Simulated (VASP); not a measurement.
# Ag (Fm-3m) in VASP: further runs, part 2 of 2

VASP 6.6.1. The steps go on from the part before.

**4. Relaxation of cell and atoms, PBE**

INCAR

```
SYSTEM = Ag
PREC = Accurate ; ENCUT = 600
EDIFF = 1E-6 ; ISMEAR = 0
SIGMA = 0.1 ; LREAL = .FALSE.
LASPH = .TRUE. ; NELM = 60
ALGO = Fast ; ISIF = 3
LWAVE = .FALSE. ; LCHARG = .FALSE.
GGA = PE ; IBRION = 2
NSW = 100 ; EDIFFG = -0.005
```

KPOINTS

```
Automatic mesh
0
G
  18 18 18
  0 0 0
```

POSCAR

```
Ag
1.0
    0.0000000000      2.0521781800      2.0521781800
    2.0521781800      0.0000000000      2.0521781800
    2.0521781800      2.0521781800      0.0000000000
Ag
1
Direct
    0.0000000000      0.0000000000      0.0000000000
```

Potentials or basis: VASP PAW PBE potentials, release 64 (Ag).

Started as:

```console
cat potpaw_PBE.64/Ag/POTCAR > POTCAR
mpirun -np 1 vasp_std > vasp.out
```

OUTCAR:

```text
SYSTEM = Ag
   PREC = Accurate
   ENCUT = 600
   EDIFF = 1E-6
   ISMEAR = 0
   LREAL = .FALSE.
   LASPH = .TRUE.
   NELM = 60
   ISIF = 3
   GGA = PE
   IBRION = 2
   NSW = 100
   EDIFFG = -0.005

 ion  position               nearest neighbor table
   1  0.000  0.000  0.000-

  LATTYP: Found a face centered cubic cell.
 ALAT       =     4.1043563600

  Lattice vectors:

 A1 = (   0.0000000000,   2.0521781800,   2.0521781800)
 A2 = (   2.0521781800,   0.0000000000,   2.0521781800)
 A3 = (   2.0521781800,   2.0521781800,   0.0000000000)

Analysis of symmetry for initial positions (statically):
=====================================================================
 Subroutine PRICEL returns:
 Original cell was already a primitive cell.

 Routine SETGRP: Setting up the symmetry group for a
 face centered cubic supercell.

 Subroutine GETGRP returns: Found 48 space group operations
 (whereof 48 operations were pure point group operations)
 out of a pool of 48 trial point group operations.

The static configuration has the point symmetry O_h .

Analysis of symmetry for dynamics (positions and initial velocities):
[... 267 lines left out ...]

------------------------ aborting loop because EDIFF is reached ----------------------------------------
[... 65 lines left out ...]
--------------------------------------- Ionic step       15  -------------------------------------------

 number of electron      11.0000000 magnetization

 Free energy of the ion-electron system (eV)
  ---------------------------------------------------
  ext. energy  EPLUGINS =         0.00000000
  ---------------------------------------------------
  free energy    TOTEN  =        -2.72023261 eV

  energy without entropy =       -2.71915396  energy(sigma->0) =       -2.71969329

 E-fermi :   7.8153     XC(G=0): -11.9552

 val. band max:        7.7847784684   @ k =   0.5000   0.1667   0.0556
 cond. band min:       7.9260546676   @ k =   0.5000   0.3333   0.1111
 fundamental gap:      0.1412761992
 Fermi energy:         7.8152630309

 k-point     1 :       0.0000    0.0000    0.0000
  band No.  band energies     occupation
      1       0.3896      2.00000
      2       3.1911      2.00000
      3       3.1911      2.00000
      4       3.1911      2.00000
      5       4.1488      2.00000
      6       4.1488      2.00000
      7      23.7716      0.00000
      8      27.0959      0.00000
      9      27.0959      0.00000
[... 265 lines left out ...]
 k-point    24 :      -0.2222    0.0556    0.0000
  band No.  band energies     occupation
      1       1.7519      2.00000
      2       3.2155      2.00000
      3       3.4191      2.00000
      4       3.4458      2.00000
      5       4.1075      2.00000
      6       4.4512      2.00000
      7      19.0834      0.00000
      8      23.8355      0.00000
      9      26.0554      0.00000

 [... further k-points ...]

------------------------ aborting loop because EDIFF is reached ----------------------------------------

  FORCE on cell =-STRESS in cart. coord.  units (eV):
  Direction    XX          YY          ZZ          XY          YZ          ZX
  --------------------------------------------------------------------------------------
  -------------------------------------------------------------------------------------
  Total        0.0028021      0.0028021      0.0028021      0.0000000      0.0000000      0.0000000
  in kB        0.2522331      0.2522331      0.2522331      0.0000000      0.0000000      0.0000000
  external PRESSURE =       0.2522331 kB  Pullay stress =       0.0000000 kB
[... 16 lines left out ...]
  FREE ENERGIE OF THE ION-ELECTRON SYSTEM (eV)
  ---------------------------------------------------
  free  energy   TOTEN  =        -2.7202326113 eV

  energy  without entropy=       -2.7191539587  energy(sigma->0) =       -2.71969329

 reached required accuracy - stopping structural energy minimisation
```

It took 47 s on 1 thread of Intel Xeon 6975P-C (Granite Rapids), shared host; peak memory 0.18 GiB.

Results:

* Free energy: -2.7202 eV
* Relaxed volume: 17.80 Å³/atom
* Relaxed cell: a = 2.931 Å, b = 2.931 Å, c = 2.931 Å, α = 60.00°, β = 60.00°, γ = 60.00°
* Space group after relaxing (to 0.05 Å): Fm-3m (No. 225)
* Energy gained by relaxing: 4.6 meV/atom
* Ionic steps: 15
* Pressure after relaxing: 0.0 GPa

Step by step:
| step | energy change (eV) | largest force (eV/Å) | pressure (GPa) | volume (Å³) |
| --- | --- | --- | --- | --- |
| 1 | 0.0000 | 0.0000 | 3.08 | 17.29 |
| 2 | -0.0030 | 0.0000 | -1.97 | 18.13 |
| 3 | -0.0046 | 0.0000 | -0.12 | 17.80 |
| 4 | -0.0046 | 0.0000 | 0.11 | 17.78 |
| 5 | -0.0046 | 0.0000 | 0.06 | 17.79 |
| 6 | -0.0046 | 0.0000 | 0.06 | 17.79 |
| 7 | -0.0046 | 0.0000 | 0.06 | 17.80 |
| 8 | -0.0046 | 0.0000 | 0.05 | 17.80 |
| 9 | -0.0046 | 0.0000 | 0.05 | 17.80 |
| 10 | -0.0046 | 0.0000 | 0.06 | 17.80 |
| 11 | -0.0046 | 0.0000 | 0.06 | 17.80 |
| 12 | -0.0046 | 0.0000 | 0.05 | 17.80 |
| 13 | -0.0046 | 0.0000 | 0.05 | 17.80 |
| 14 | -0.0046 | 0.0000 | 0.05 | 17.80 |
| 15 | -0.0046 | 0.0000 | 0.03 | 17.80 |

Final structure:
```
Ag
1.0
     0.00000    2.07231    2.07231
     2.07231    0.00000    2.07231
     2.07231    2.07231    0.00000
Ag
1
Direct
  0.00000 0.00000 0.00000
```

**5. Single point, PBE**

This run uses another cell than the first one, of 17.84 Å³/atom, 1.032 times its volume.

INCAR

```
PREC = Accurate
ENCUT = 520
EDIFF = 1E-7
ISMEAR = 0
SIGMA = 0.1
LREAL = F
LASPH = T
NELM = 100
ALGO = Normal
ISIF = 2
LWAVE = F
LCHARG = F
GGA = PE
NBANDS = 12
```

KPOINTS

```
regular mesh
0
Gamma
  18 18 18
```

POSCAR

```
Ag
1.0
    0.0000000000      2.0737491131      2.0737491131
    2.0737491131      0.0000000000      2.0737491131
    2.0737491131      2.0737491131      0.0000000000
Ag
1
Direct
    0.0000000000      0.0000000000      0.0000000000
```

Started as:

```console
cat potpaw_PBE.64/Ag/POTCAR > POTCAR
mpirun -np 1 vasp_std > vasp.out
```

Wall time 21 s (1 thread of Intel Xeon Platinum 8259CL at 2.50GHz (Skylake/Cascade Lake), shared host); peak memory 0.17 GiB.

It converged, with:

```
Free energy : -2.7208 eV
Pressure    : -0.1 GPa
```

Levels at points of the mesh, in eV from the Fermi level:
| k point | band 4 | band 5 | band 6 | band 7 | band 8 | band 9 |
| --- | --- | --- | --- | --- | --- | --- |
| (0.00, 0.00, 0.00) | -4.62 | -3.66 | -3.66 | 15.95 | 19.26 | 19.26 |
| (0.50, 0.00, 0.00) | -2.93 | -2.93 | -0.25 | 3.39 | 15.18 | 17.44 |
| (0.50, 0.50, 0.00) | -2.74 | -2.74 | 1.68 | 6.43 | 10.47 | 10.47 |

**6. Single point, PBE**

This run uses another cell than the first one, of 17.84 Å³/atom, 1.032 times its volume.

INCAR

```
PREC     = Accurate       # precision mode
ENCUT    = 520            # plane-wave cutoff, eV
EDIFF    = 1E-6           # SCF threshold, eV
ISMEAR   = 0              # smearing method
SIGMA    = 0.1            # smearing width, eV
LREAL    = False          # projectors in reciprocal space
LASPH    = True           # aspherical terms in the spheres
NELM     = 80             # most SCF steps
ALGO     = Normal         # electronic algorithm
ISIF     = 2              # what is computed and relaxed
LWAVE    = False          # write WAVECAR
LCHARG   = True           # write CHGCAR
GGA      = PE             # functional
LELF     = True           # ELF
LVHAR    = True         
ISYM     = 0            
NBANDS   = 12             # bands
```

KPOINTS

```
Automatic mesh
0
Gamma
  12 12 14
```

POSCAR

```
Ag
1.0
    2.9327241206      0.0000000000      0.0000000000
   -1.4663620603      2.5398135908      0.0000000000
    1.4663620603      0.8466045303      2.3945592173
Ag
1
Direct
    0.0000000000      0.0000000000      0.0000000000
```

Potentials or basis: VASP PAW PBE potentials, release 64 (Ag).

Started as:

```console
cat potpaw_PBE.64/Ag/POTCAR > POTCAR
mpirun -np 1 vasp_std > vasp.out
```

OUTCAR:

```text
PREC = Accurate
   ENCUT = 520
   EDIFF = 1E-6
   ISMEAR = 0
   LREAL = False
   LASPH = True
   NELM = 80
   ISIF = 2
   GGA = PE
   ISYM = 0

 ion  position               nearest neighbor table
   1  0.000  0.000  0.000-

IMPORTANT INFORMATION: All symmetrisations will be switched off!
NOSYMM: (Re-)initialisation of all symmetry stuff for point group C_1.

----------------------------------------------------------------------------------------

                                     Primitive cell

  volume of cell :      17.8360

  direct lattice vectors                    reciprocal lattice vectors
     2.932724121  0.000000000  0.000000000     0.340979908  0.196864842 -0.278408929
    -1.466362060  2.539813591  0.000000000     0.000000000  0.393729683 -0.139204464
     1.466362060  0.846604530  2.394559217     0.000000000  0.000000000  0.417613393

  length of vectors
     2.932724121  2.932724121  2.932724121     0.482218410  0.417613393  0.417613393

  position of ions in fractional coordinates (direct lattice)
     0.000000000  0.000000000  0.000000000

  ion indices of the primitive-cell ions
   primitive index   ion index
                 1           1

[... 158 lines left out ...]
      8      27.0491      0.00000
      9      27.0511      0.00000
     10      27.0532      0.00000
     11      31.7509      0.00000
     12      32.6121      0.00000
[... 331 lines left out ...]
 k-point    24 :       0.3333    0.1667   -0.0000
  band No.  band energies     occupation
      1       1.9568      2.00000
      2       2.1947      2.00000
      3       4.1886      2.00000
      4       4.3951      2.00000
      5       4.9470      2.00000
      6       9.0695      0.00000
      7      15.3850      0.00000
      8      16.6287      0.00000
      9      19.6137      0.00000
     10      24.2796      0.00000
     11      28.3118      0.00000
     12      35.4113      0.00000

 [... further k-points ...]

------------------------ aborting loop because EDIFF is reached ----------------------------------------

  FORCE on cell =-STRESS in cart. coord.  units (eV):
  Direction    XX          YY          ZZ          XY          YZ          ZX
  --------------------------------------------------------------------------------------
  -------------------------------------------------------------------------------------
  Total        0.0440127      0.0332123     -0.1044180      0.0093465      0.0224527      0.0388876
  in kB        3.9535752      2.9833959     -9.3796649      0.8395746      2.0168833      3.4932002
  external PRESSURE =      -0.8142312 kB  Pullay stress =       0.0000000 kB

 VOLUME and BASIS-vectors are now :
 -----------------------------------------------------------------------------
  energy-cutoff  :      520.00
  volume of cell :       17.84
      direct lattice vectors                 reciprocal lattice vectors
     2.932724121  0.000000000  0.000000000     0.340979908  0.196864842 -0.278408929
    -1.466362060  2.539813591  0.000000000     0.000000000  0.393729683 -0.139204464
     1.466362060  0.846604530  2.394559217     0.000000000  0.000000000  0.417613393

 POSITION                                       TOTAL-FORCE (eV/Angst)
 -----------------------------------------------------------------------------------
      0.00000      0.00000      0.00000        -0.000000     -0.000000      0.000000
 -----------------------------------------------------------------------------------
    total drift:                               -0.000000     -0.000000      0.000000

  FREE ENERGIE OF THE ION-ELECTRON SYSTEM (eV)
  ---------------------------------------------------
  free  energy   TOTEN  =        -2.7166123047 eV

  energy  without entropy=       -2.7150402208  energy(sigma->0) =       -2.71582626
```

OSZICAR:

```text
N       E                     dE             d eps       ncg     rms          rms(c)
DAV:   1     0.520082510357E+02    0.52008E+02   -0.54875E+03 24544   0.825E+02
DAV:   2    -0.213998284266E+01   -0.54148E+02   -0.51073E+02 27976   0.192E+02
DAV:   3    -0.295638750831E+01   -0.81640E+00   -0.81585E+00 28612   0.251E+01
DAV:   4    -0.295887225755E+01   -0.24847E-02   -0.24847E-02 27948   0.145E+00
DAV:   5    -0.295889244628E+01   -0.20189E-04   -0.20188E-04 28784   0.118E-01    0.465E+00
DAV:   6    -0.272552352002E+01    0.23337E+00   -0.94994E-01 26376   0.866E+00    0.308E+00
DAV:   7    -0.271911568106E+01    0.64078E-02   -0.72216E-03 28264   0.820E-01    0.177E+00
DAV:   8    -0.271659853607E+01    0.25171E-02   -0.70446E-04 27368   0.205E-01    0.773E-02
DAV:   9    -0.271660719666E+01   -0.86606E-05   -0.88325E-06 28600   0.223E-02    0.248E-02
DAV:  10    -0.271661263801E+01   -0.54414E-05   -0.40865E-06 27672   0.192E-02    0.450E-03
DAV:  11    -0.271661230468E+01    0.33334E-06   -0.77930E-08 15076   0.235E-03
   1 F= -.27166123E+01 E0= -.27158263E+01  d E =-.157208E-02
```

Run time: 52 s. Hardware: 1 thread of Intel Xeon 6975P-C (Granite Rapids), shared host; peak memory 0.33 GiB.

The run converged, but its numbers aren't listed here, since they failed a check.

**7. Summary**

| task | cell | k mesh | cutoff (eV) | gap on the mesh (eV) | pressure (GPa) |
| --- | --- | --- | --- | --- | --- |
| single point | a = 2.902 Å, angles 60.0°, 1 atom | 8 × 8 × 8 | 520 | none | 3.5 |
| single point | a = 2.933 Å, angles 60.0°, 1 atom | 18 × 18 × 18 | 520 | none | -0.1 |
| relaxation of cell and atoms | relaxed from a = 2.902 Å, angles 60.0°, 1 atom | 18 × 18 × 18 | 600 | none | 0.0 |

Alike in all rows: level PBE; potentials or basis VASP PAW PBE potentials, release 64 (Ag); no spin polarisation; smearing gaussian 0.1 eV.

Absolute energies hang on the potentials; compare differences alone.
